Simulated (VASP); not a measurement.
Here is a VASP 6.6.1 calculation.

The input INCAR:

```
  PREC = Accurate
  ENCUT = 520
  EDIFF = 1E-6
  ISMEAR = 0
  SIGMA = 0.1
  LREAL = F
  LASPH = T
  NELM = 100
  ALGO = Normal
  ISIF = 2
  LWAVE = F
  LCHARG = F
  GGA = PS
  NBANDS = 14
```

KPOINTS

```
regular mesh
0
Gamma
  14 14 14
```

POSCAR

```
TiB
1.0
    0.0000000000      2.4181779179      2.4181779179
    2.4181779179      0.0000000000      2.4181779179
    2.4181779179      2.4181779179      0.0000000000
Ti B
1 1
Direct
    0.7500000000      0.7500000000      0.7500000000
    0.0000000000      0.0000000000      0.0000000000
```

Potentials or basis: VASP PAW PBE potentials, release 64 (Ti_sv, B).

The run is started by

```console
$ cat potpaw_PBE.64/Ti_sv/POTCAR potpaw_PBE.64/B/POTCAR > POTCAR
$ mpirun -np 1 vasp_std > vasp.out
```

Question: Predict the pressure.

Answer: 5.0 GPa.

Caveat: the PAW data sets were made with another functional, which shifts forces and pressure a little.
